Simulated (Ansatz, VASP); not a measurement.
## TiPd in VASP and in Ansatz

```
Ti Pd
1.0
     3.18000    0.00000    0.00000
     0.00000    3.18000    0.00000
     0.00000    0.00000    3.14820
Ti Pd
1 1
Direct
  0.50000 0.50000 0.50000
  0.00000 0.00000 0.00000
```

Change from the starting cell: zz strain of -1 %.

Alike in both runs: task single point; functional PBEsol; k mesh 13 × 13 × 13; occupations fermi-dirac, width 0.08 eV; no spin polarisation.

|  | VASP | Ansatz |
| --- | --- | --- |
| version | VASP 6.6.1 | Ansatz 0.2.0 |
| potentials or method | VASP PAW PBE potentials, release 64 (Ti_sv, Pd), cutoff 520 eV | all-electron LAPW, scalar-relativistic |

```tsv
	VASP	Ansatz	Ansatz less VASP
pressure (GPa)	-5.5	-5.4	+0.06
traceless stress, the component that is largest in VASP (GPa)	-0.25	-0.25	+0.001
```

VASP's potentials were made for PBE, not for PBEsol. Ansatz ran all-electron here, and VASP with PAW potentials.
